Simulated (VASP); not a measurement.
Here is a VASP 6.6.1 calculation.

Contents of INCAR:

```
SYSTEM = Mo
PREC = Accurate ; ENCUT = 520
EDIFF = 1E-6 ; ISMEAR = 0
SIGMA = 0.1 ; LREAL = .False.
LASPH = .True. ; NELM = 100
ALGO = Fast ; ISIF = 2
LWAVE = .False. ; LCHARG = .False.
GGA = PS ; NBANDS = 13
```

File KPOINTS:

```
Automatic mesh
0
Gamma
  18 18 18
  0 0 0
```

POSCAR

```
Mo
1.0
   -1.5646440663      1.5646440663      1.5646440663
    1.5646440663     -1.5646440663      1.5646440663
    1.5646440663      1.5646440663     -1.5646440663
Mo
1
Direct
    0.0000000000      0.0000000000      0.0000000000
```

Potentials or basis: VASP PAW PBE potentials, release 64 (Mo_sv).

The run is started by

```console
$ cat potpaw_PBE.64/Mo_sv/POTCAR > POTCAR
$ mpirun -np 1 vasp_std > vasp.out
```

(1) What does it give for the pressure?

(2) Estimate the band gap on the k mesh.

## Answers

(1) 0.6 GPa.

(2) zero (band 7 reaches 16.92 eV, above the bottom of band 8 at 11.38 eV).

Caveat: the PAW data sets were made with another functional, which shifts forces and pressure a little.
